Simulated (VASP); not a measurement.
# W (Im-3m) in VASP: notebook, part 2 of 2

VASP 6.6.1.

## 3. Single point, PBE+D4

INCAR reads:

```
ALGO = Normal
EDIFF = 1E-6
ENCUT = 500
GGA = PE
GGA_COMPAT = False
ISIF = 2
ISMEAR = -1
IVDW = 13
LASPH = True
LCHARG = True
LELF = True
LREAL = False
LVHAR = True
LWAVE = False
NBANDS = 13
NELM = 120
PREC = Accurate
SIGMA = 0.1
```

KPOINTS reads:

```
k-points
0
Gamma
  8 8 8
```

POSCAR reads:

```
W
1.0
   -1.5959048000      1.5959048000      1.5959048000
    1.5959048000     -1.5959048000      1.5959048000
    1.5959048000      1.5959048000     -1.5959048000
W
1
Direct
    0.0000000000      0.0000000000      0.0000000000
```

Potentials or basis: VASP PAW PBE potentials, release 64 (W_sv).

Launch:

```console
$ cat potpaw_PBE.64/W_sv/POTCAR > POTCAR
$ mpirun -np 1 vasp_std > vasp.out
```

It took 9.6 s on 1 thread of Intel Xeon Platinum 8488C (Sapphire Rapids), shared host; peak memory 0.12 GiB.

Results (log left out):

* Free energy: -13.6627 eV
* Pressure: -8.1 GPa
* Band gap on the k mesh: zero (band 7 reaches 16.07 eV, above the bottom of band 8 at 9.90 eV)
* Dispersion energy per atom: -0.705 eV

Levels at points of the mesh, in eV from the Fermi level:
```tsv
k point	band 5	band 6	band 7	band 8	band 9	band 10
(0.00, 0.00, 0.00)	-9.31	-0.99	-0.99	-0.99	2.39	2.39
(0.50, 0.00, 0.00)	-5.92	-3.26	0.78	2.27	3.22	6.12
(0.50, 0.50, 0.50)	-5.44	-5.44	5.18	5.18	5.18	8.24
```

Caveat: spin-orbit coupling is left out, which moves the levels of the heavy elements; pairwise dispersion overbinds metals, which lowers pressure and volume.

## 4. Single point, r2SCAN

POSCAR is that of step 3.

INCAR.step1 reads:

```
ALGO = Normal
EDIFF = 1E-5
ENCUT = 550
GGA = PE
GGA_COMPAT = False
ISMEAR = -1
LASPH = True
LCHARG = False
LREAL = False
LWAVE = True
NBANDS = 13
NELM = 120
PREC = Accurate
SIGMA = 0.1
```

INCAR.step2 reads:

```
ALGO = Normal
EDIFF = 1E-6
ENCUT = 550
GGA_COMPAT = False
ISIF = 2
ISMEAR = -1
ISTART = 1
LASPH = True
LCHARG = False
LMIXTAU = True
LREAL = False
LWAVE = False
METAGGA = R2SCAN
NBANDS = 13
NELM = 120
PREC = Accurate
SIGMA = 0.1
```

KPOINTS is that of step 3.

Potentials or basis: VASP PAW PBE potentials, release 64 (W_sv).

Launch:

```console
$ cat potpaw_PBE.64/W_sv/POTCAR > POTCAR
$ cp INCAR.step1 INCAR
$ mpirun -np 1 vasp_std > vasp.out
$ cp INCAR.step2 INCAR
$ mpirun -np 1 vasp_std > vasp.out
```

OUTCAR:

```text
EDIFF = 1E-6
   ENCUT = 550
   ISIF = 2
   ISMEAR = -1
   ISTART = 1
   LASPH = True
   LREAL = False
   METAGGA = R2SCAN
   NELM = 120
   PREC = Accurate

 ion  position               nearest neighbor table
   1  0.000  0.000  0.000-

  LATTYP: Found a body centered cubic cell.
 ALAT       =     3.1918096000

  Lattice vectors:

 A1 = (  -1.5959048000,   1.5959048000,   1.5959048000)
 A2 = (   1.5959048000,  -1.5959048000,   1.5959048000)
[... 554 lines left out ...]
      4     -28.5818      2.00000
      5       6.3011      2.00000
      6       7.1425      2.00000
      7      10.3654      1.95696
      8      11.2107      0.01920
      9      14.6634      0.00000
     10      15.4362      0.00000
     11      24.8945      0.00000
     12      27.3533      0.00000
     13      28.6911      0.00000

 [... further k-points ...]
[... 5 lines left out ...]
  --------------------------------------------------------------------------------------
  -------------------------------------------------------------------------------------
  Total       -0.5461812     -0.5461812     -0.5461812      0.0000000      0.0000000     -0.0000000
  in kB      -53.8228125    -53.8228125    -53.8228125      0.0000000      0.0000000     -0.0000000
  external PRESSURE =     -53.8228125 kB  Pullay stress =       0.0000000 kB

 VOLUME and BASIS-vectors are now :
 -----------------------------------------------------------------------------
  energy-cutoff  :      550.00
  volume of cell :       16.26
      direct lattice vectors                 reciprocal lattice vectors
    -1.595904800  1.595904800  1.595904800     0.000000000  0.313301896  0.313301896
     1.595904800 -1.595904800  1.595904800     0.313301896  0.000000000  0.313301896
     1.595904800  1.595904800 -1.595904800     0.313301896  0.313301896  0.000000000

 POSITION                                       TOTAL-FORCE (eV/Angst)
 -----------------------------------------------------------------------------------
      0.00000      0.00000      0.00000         0.000000      0.000000     -0.000000
 -----------------------------------------------------------------------------------
    total drift:                                0.000000      0.000000     -0.000000

  FREE ENERGIE OF THE ION-ELECTRON SYSTEM (eV)
  ---------------------------------------------------
  free  energy   TOTEN  =       -51.3545577070 eV

  energy  without entropy=      -51.3490426015  energy(sigma->0) =      -51.35180015
```

OUTCAR.step1:

```text
EDIFF = 1E-5
   ENCUT = 550
   GGA = PE
   ISMEAR = -1
   LASPH = True
[... 599 lines left out ...]

 POSITION                                       TOTAL-FORCE (eV/Angst)
 -----------------------------------------------------------------------------------
      0.00000      0.00000      0.00000         0.000000      0.000000      0.000000
 -----------------------------------------------------------------------------------
    total drift:                               -0.000000      0.000000     -0.000000

  FREE ENERGIE OF THE ION-ELECTRON SYSTEM (eV)
  ---------------------------------------------------
  free  energy   TOTEN  =       -12.9578293787 eV

  energy  without entropy=      -12.9494316827  energy(sigma->0) =      -12.95363053
```

OSZICAR.step1:

```text
N       E                     dE             d eps       ncg     rms          rms(c)
DAV:   1     0.849869062025E+02    0.84987E+02   -0.77655E+03   754   0.127E+03
DAV:   2    -0.118694048997E+02   -0.96856E+02   -0.92930E+02   869   0.319E+02
DAV:   3    -0.135795411641E+02   -0.17101E+01   -0.17060E+01   809   0.403E+01
DAV:   4    -0.135865046485E+02   -0.69635E-02   -0.69633E-02   844   0.289E+00
DAV:   5    -0.135865631070E+02   -0.58458E-04   -0.58458E-04   814   0.250E-01    0.200E+01
DAV:   6    -0.130906892897E+02    0.49587E+00   -0.42307E-01   784   0.866E+00    0.785E+00
DAV:   7    -0.129620747286E+02    0.12861E+00   -0.21816E-01   819   0.591E+00    0.699E-01
DAV:   8    -0.129578150728E+02    0.42597E-02   -0.40707E-03   774   0.814E-01    0.904E-02
DAV:   9    -0.129578367439E+02   -0.21671E-04   -0.60478E-05   814   0.939E-02    0.571E-02
DAV:  10    -0.129578293787E+02    0.73652E-05   -0.12155E-05   628   0.496E-02
   1 F= -.12957829E+02 E0= -.12953631E+02  d E =-.839770E-02
```

Run time: 43 s. Hardware: 1 thread of Intel Xeon Platinum 8488C (Sapphire Rapids), shared host; peak memory 0.15 GiB.

Results:

* Free energy: -51.3546 eV
* Pressure: -5.4 GPa
* Band gap on the k mesh: zero (band 7 reaches 16.08 eV, above the bottom of band 8 at 9.69 eV)

Levels at points of the mesh, in eV from the Fermi level:
```csv
k point,band 4,band 5,band 6,band 7,band 8,band 9,band 10,band 11
"(0.00, 0.00, 0.00)",-38.86,-9.80,-1.06,-1.06,-1.06,2.70,2.70,15.38
"(0.50, 0.00, 0.00)",-38.86,-6.21,-3.44,0.62,2.52,3.54,6.30,11.43
"(0.50, 0.50, 0.50)",-39.74,-5.62,-5.62,5.34,5.34,5.34,8.51,8.51
```

Caveat: the PAW data sets were made with another functional, which shifts forces and pressure a little; spin-orbit coupling is left out, which moves the levels of the heavy elements.

## 5. Overview

| level | k mesh | cutoff (eV) | gap on the mesh (eV) | pressure (GPa) |
| --- | --- | --- | --- | --- |
| r2SCAN | 15 × 15 × 15 | 520 | none | -5.5 |
| PBE+D4 | 8 × 8 × 8 | 500 | none | -8.1 |
| r2SCAN | 8 × 8 × 8 | 550 | none | -5.4 |

Alike in all rows: task single point; potentials or basis VASP PAW PBE potentials, release 64 (W_sv); no spin polarisation; cell as given; smearing fermi-dirac 0.1 eV.

Every run on the cell as given and a fine mesh finds a metal. The pressure there spans -8.1 GPa (PBE+D4) to -5.4 GPa (r2SCAN); a positive pressure means that this level wants a larger cell, a negative one a smaller.

Caveats: spin-orbit coupling is left out, which moves the levels of the heavy elements; the PAW data sets were made with another functional, which shifts forces and pressure a little (some runs); pairwise dispersion overbinds metals, which lowers pressure and volume (some runs).

Total energies depend on the potentials used, so only differences within one code and one set of settings carry meaning.
